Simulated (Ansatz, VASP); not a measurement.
One calculation of Hf, two programs

INCAR

```
PREC = Accurate
ENCUT = 520
EDIFF = 1E-6
ISMEAR = 0
SIGMA = 0.15
LREAL = False
LASPH = True
NELM = 100
ALGO = Fast
ISIF = 2
LWAVE = False
LCHARG = False
GGA = PS
NBANDS = 11
```

The input KPOINTS:

```
Automatic mesh
0
Gamma
  18 18 18
```

Contents of POSCAR:

```
Hf
1.0
   -1.7598750000      1.7598750000      1.8501250000
    1.7598750000     -1.7598750000      1.8501250000
    1.7598750000      1.7598750000     -1.8501250000
Hf
1
Direct
    0.0000000000      0.0000000000      0.0000000000
```

Input for Ansatz:

```yaml
crystal:
  lattice:
    - [-1.759875, 1.759875, 1.850125]
    - [1.759875, -1.759875, 1.850125]
    - [1.759875, 1.759875, -1.850125]
  atoms:
    - { symbol: Hf, position: [0.0, 0.0, 0.0] }
basis:
  ecutwfc: 420
kpoints:
  mp_grid: { grid: [18, 18, 18] }
hamiltonian:
  xc: pbesol
scf:
  occupations: { method: gaussian, width: 0.15 }
output:
  forces: true
  stress: true
  eigenvalues: true
```

Change from the starting cell: strain -0.025 along x and y, +0.025 along z, atoms carried along.

Alike in both runs: task single point; functional PBEsol; k mesh 18 × 18 × 18; occupations gaussian, width 0.15 eV; no spin polarisation.

|  | VASP | Ansatz |
| --- | --- | --- |
| version | VASP 6.6.1 | Ansatz 0.2.0 |
| potentials or method | VASP PAW PBE potentials, release 64 (Hf_pv), cutoff 520 eV | scalar-relativistic, plane waves, PAW |
| valence electrons in the cell | 10 | 26 |

Ansatz gave:

| Property | Result |
| --- | --- |
| gap on the k mesh at the Fermi level (eV) | none |
| pressure (GPa) | -6.9 |
| traceless stress, the component that is largest in VASP (GPa) | 1.28 |

Task: Which values does VASP return?

Result: gap on the k mesh at the Fermi level (eV): none; pressure (GPa): -7.2; traceless stress, the component that is largest in VASP (GPa): 1.33.

VASP's potentials were made for PBE, not for PBEsol. A gap of «none» marks a metal or a gap that the smearing closes. With one functional, cell and mesh, what is left measures potentials, basis and numerics. VASP's potentials hold 10 valence electrons a cell and Ansatz's 26, so a difference there can come from the potentials and not from the codes.

Spin-orbit coupling is off throughout.
